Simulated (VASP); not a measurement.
A run of VASP 6.6.1:

The input INCAR:

```
  PREC = Accurate
  ENCUT = 520
  EDIFF = 1E-8
  ISMEAR = -1
  SIGMA = 0.08
  LREAL = F
  LASPH = T
  NELM = 100
  ALGO = Normal
  ISIF = 2
  LWAVE = F
  LCHARG = F
  GGA = PE
  LEFG = T
  NBANDS = 19
```

The input KPOINTS:

```
regular mesh
0
Gamma
  13 13 7
```

Contents of POSCAR:

```
Ti
1.0
    2.9794978390      0.0000000000      0.0000000000
   -1.4897489195      2.5803208191      0.0000000000
    0.0000000000      0.0000000000      4.6860000000
Ti
2
Direct
    0.3333333333      0.6666666667      0.2500000000
    0.6666666667      0.3333333333      0.7500000000
```

Potentials or basis: VASP PAW PBE potentials, release 64 (Ti_sv).

Command:

```sh
$ cat potpaw_PBE.64/Ti_sv/POTCAR > POTCAR
$ mpirun -np 1 vasp_std > vasp.out
```

Hardware: 1 thread of Intel(R) Xeon(R) Platinum 8259CL CPU @ 2.50GHz (Skylake/Cascade Lake), with other jobs on the host.

**Question.** How long does it take, and how much memory?

**Answer.** It took 84 s on 1 thread of Intel(R) Xeon(R) Platinum 8259CL CPU @ 2.50GHz (Skylake/Cascade Lake), with other jobs on the host, peak memory 0.18 GiB. Counts: scf iterations 17, k points 84.
